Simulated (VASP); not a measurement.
Here is a VASP 6.6.1 calculation.

The input INCAR:

```
PREC = Accurate
ENCUT = 600
EDIFF = 1E-6
ISMEAR = 0
SIGMA = 0.1
LREAL = False
LASPH = True
NELM = 120
ALGO = Normal
ISIF = 2
LWAVE = False
LCHARG = False
GGA = PE
NBANDS = 26
GGA_COMPAT = False
```

The input KPOINTS:

```
Automatic mesh
0
Gamma
  8 8 8
```

File POSCAR:

```
ScAl3N3
1.0
    3.1691706628     -3.2696406915     -0.0066320218
    3.1691706628      3.2696406915     -0.0066320218
   -3.1655475786      0.0000000000      4.4232291620
Sc Al N
1 3 3
Direct
    0.0366066072      0.0366066072      0.9696673161
    0.5160863673      0.5160863673      0.9536701348
    0.7754366683      0.2639918369      0.4521011747
    0.2639918369      0.7754366683      0.4521011747
    0.6255008759      0.1540840439      0.6921257308
    0.1540840439      0.6255008759      0.6921257308
    0.8820455805      0.8820455805      0.2161006682
```

Potentials or basis: VASP PAW PBE potentials, release 64 (Sc_sv, Al, N).

Command:

```console
$ cat potpaw_PBE.64/Sc_sv/POTCAR potpaw_PBE.64/Al/POTCAR potpaw_PBE.64/N/POTCAR > POTCAR
$ mpirun -np 1 vasp_std > vasp.out
```

(1) What does it give for the largest force?

(2) Estimate the pressure.

(3) Predict the band gap on the k mesh.

Answers

(1) 0.061 eV/Å.

(2) 0.0 GPa.

(3) zero (an odd number of electrons rules out a gap without spin polarisation).

Caveat: an odd number of electrons without spin polarisation forces a metal; a magnetic or distorted state may lie lower.
